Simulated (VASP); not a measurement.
Input of a VASP 6.6.1 run:

The input INCAR:

```
SYSTEM = Ta2N
ALGO = Normal
EDIFF = 1E-6
ENCUT = 520
GGA = PS
ISIF = 2
ISMEAR = 0
LASPH = .TRUE.
LCHARG = .FALSE.
LREAL = .FALSE.
LWAVE = .FALSE.
NBANDS = 50
NELM = 100
PREC = Accurate
SIGMA = 0.1
```

Contents of KPOINTS:

```
k-points
0
G
  12 12 8
  0 0 0
```

Contents of POSCAR:

```
Ta2N
1.0
    5.2114566127      0.0000000000      0.0000000000
   -2.6057283064      4.5132538173      0.0000000000
    0.0000000000      0.0000000000      4.8634763815
Ta N
6 3
Direct
    0.6665327585      0.6665327585      0.7531866592
    0.0000000000      0.3334672415      0.7531866592
    0.3334672415      0.0000000000      0.7531866592
    0.3334672415      0.3334672415      0.2468133408
    0.0000000000      0.6665327585      0.2468133408
    0.6665327585      0.0000000000      0.2468133408
    0.6666666667      0.3333333333      0.5000000000
    0.3333333333      0.6666666667      0.5000000000
    0.0000000000      0.0000000000      0.0000000000
```

Potentials or basis: VASP PAW PBE potentials, release 64 (Ta_pv, N).

Command:

```sh
$ cat potpaw_PBE.64/Ta_pv/POTCAR potpaw_PBE.64/N/POTCAR > POTCAR
$ mpirun -np 1 vasp_std > vasp.out
```

(1) Estimate the pressure.

(2) What does it give for the band gap on the k mesh?

(3) Estimate the largest force.

## Answers

(1) 10.4 GPa.

(2) zero (an odd number of electrons rules out a gap without spin polarisation).

(3) 0.019 eV/Å.

Caveat: the cell differs from its parent crystal (equal strain along all axes, cell held: -1.0 %, then relaxed in part); the cell stands under pressure; the PAW data sets were made with another functional, which shifts forces and pressure a little; spin-orbit coupling is left out, which moves the levels of the heavy elements.
